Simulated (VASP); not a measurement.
A run of VASP 6.6.1 is set up as follows.

The input INCAR:

```
SYSTEM = GaP
ALGO = Normal ; EDIFF = 1E-6
EDIFFG = -0.001 ; ENCUT = 600
GGA = PS ; IBRION = 2
ISIF = 3 ; ISMEAR = 0
LASPH = .TRUE. ; LCHARG = .FALSE.
LREAL = .FALSE. ; LWAVE = .FALSE.
NELM = 60 ; NSW = 80
PREC = Accurate ; PSTRESS = 60.0
SIGMA = 0.01
```

The input KPOINTS:

```
k-points
0
G
  8 8 8
  0 0 0
```

The input POSCAR:

```
GaP
1.0
    0.0000000000      2.7192250973      2.7192250973
    2.7192250973      0.0000000000      2.7192250973
    2.7192250973      2.7192250973      0.0000000000
Ga P
1 1
Direct
    0.0000000000      0.0000000000      0.0000000000
    0.7500000000      0.7500000000      0.7500000000
```

Potentials or basis: VASP PAW PBE potentials, release 64 (Ga_d, P).

Launch:

```bash
$ cat potpaw_PBE.64/Ga_d/POTCAR potpaw_PBE.64/P/POTCAR > POTCAR
$ mpirun -np 1 vasp_std > vasp.out
```

Task: Predict the relaxed volume.

Result: 18.89 Å³/atom.

Task: Estimate the space group after relaxing (to 0.05 Å).

Result: F-43m (No. 216).

Final structure:
```yaml
crystal:
  lattice:
    - [0.00000, 2.66302, 2.66302]
    - [2.66302, 0.00000, 2.66302]
    - [2.66302, 2.66302, 0.00000]
  atoms:
    - { symbol: Ga, position: [0.00000, 0.00000, 0.00000] }
    - { symbol: P, position: [0.75000, 0.75000, 0.75000] }
```

Caveat: the cell is relaxed towards a set pressure, so the enthalpy falls and the energy may rise; the PAW data sets were made with another functional, which shifts forces and pressure a little.
